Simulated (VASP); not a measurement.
Cu: single point with PBE

Crystal: Cu.

```
Cu
1.0
     2.95106    0.00000    0.00000
     0.00000    2.95106    0.00000
     0.00000    0.00000    2.70393
Cu
2
Cartesian
  0.0000 0.0000 0.0000
  1.4755 1.4755 1.3520
```

This cell differs from its parent crystal: strain along c alone, the other axes held: -2.0 %.

```yaml
Program: VASP 6.6.1
Task: single point
Functional: PBE
Potentials_or_basis: VASP PAW PBE potentials, release 64 (Cu)
Cutoff: 520 eV
k_mesh: 14 × 14 × 16
Occupations: gaussian, width 0.1 eV
Spin: no spin polarisation
Dipole_correction: no
Further_INCAR_settings: ALGO = Fast; EDIFF = 1e-06; NBANDS = 18
```

```yaml
Pressure: 4.3 GPa
Band_gap_on_the_k_mesh: zero (band 11 reaches 13.75 eV, above the bottom of band 12 at 6.10 eV)
```

Stress tensor (GPa, compression positive):
```
4.19 0.00 0.00
0.00 4.19 0.00
0.00 0.00 4.46
```

Levels at points of the mesh, in eV from the Fermi level:
```
           k point  band 7  band 8  band 9  band 10  band 11  band 12  band 13  band 14  band 15  band 16
(0.00, 0.00, 0.00)   -2.35   -1.97   -1.59    -1.59    -1.50     7.13     7.13    10.52    12.75    13.43
(0.50, 0.00, 0.00)   -2.64   -2.64   -2.30    -2.30    -1.55    -1.55    13.29    13.29    15.51    15.51
(0.50, 0.50, 0.00)   -2.11   -2.11   -1.43    -1.43    -1.04    -1.04     3.73     3.73    19.12    19.12
(0.00, 0.00, 0.50)   -2.97   -2.97   -2.41    -2.41    -0.86    -0.86    14.24    14.24    14.24    14.24
(0.50, 0.00, 0.50)   -1.84   -1.84   -1.39    -1.39    -0.37    -0.37     4.70     4.70    16.80    16.80
(0.50, 0.50, 0.50)   -2.07   -2.07   -1.91    -1.91     6.11     6.11     6.71     6.71     6.71     6.71
```

It took 67 s on 1 thread of Intel(R) Xeon(R) Platinum 8259CL CPU @ 2.50GHz (Skylake/Cascade Lake), on a shared host, peak memory 0.22 GiB.

Caveat: the cell differs from its parent crystal (strain along c alone, the other axes held: -2.0 %).
